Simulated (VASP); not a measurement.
The system is ReS.

```xyz
2
Lattice="0.0000 2.3670 2.3670 2.3670 0.0000 2.3670 2.3670 2.3670 0.0000" Properties=species:S:1:pos:R:3 pbc="T T T"
Re    0.0000    0.0000    0.0000
S     2.3670    2.3670    2.3670
```

| Property | Result |
| --- | --- |
| Program | VASP 6.6.1 |
| Task | relaxation of cell and atoms |
| Functional | PBE |
| Potentials or basis | VASP PAW PBE potentials, release 64 (Re_sv_GW, S) |
| Cutoff | 500 eV |
| k mesh | 8 × 8 × 8 |
| Occupations | gaussian, width 0.1 eV |
| Spin | no spin polarisation |

At the start: pressure 29.4 GPa; volume 13.26 Å³/atom.

Question: Where does the relaxation end?

Answer: Over 4 steps the energy falls by 128.6 meV/atom and the volume is 14.85 Å³/atom (+11.9 %); space group Fm-3m (No. 225, to 0.05 Å).

The path:
```
step  energy change (eV)  largest force (eV/Å)  pressure (GPa)  volume (Å³)
   1              0.0000                0.0000           29.43        26.52
   2              0.4765                0.0000          -25.55        37.01
   3             -0.2560                0.0000           -1.64        29.90
   4             -0.2573                0.0000           -0.28        29.69
```

Final structure:
```cif
data_structure
_symmetry_space_group_name_H-M 'P 1'
_symmetry_Int_Tables_number 1
_cell_length_a 3.4757
_cell_length_b 3.4757
_cell_length_c 3.4757
_cell_angle_alpha 60.000
_cell_angle_beta 60.000
_cell_angle_gamma 60.000
_cell_volume 29.69
loop_
_atom_site_label
_atom_site_type_symbol
_atom_site_fract_x
_atom_site_fract_y
_atom_site_fract_z
_atom_site_occupancy
Re1 Re 0.00000 0.00000 0.00000 1
S1 S 0.50000 0.50000 0.50000 1
```
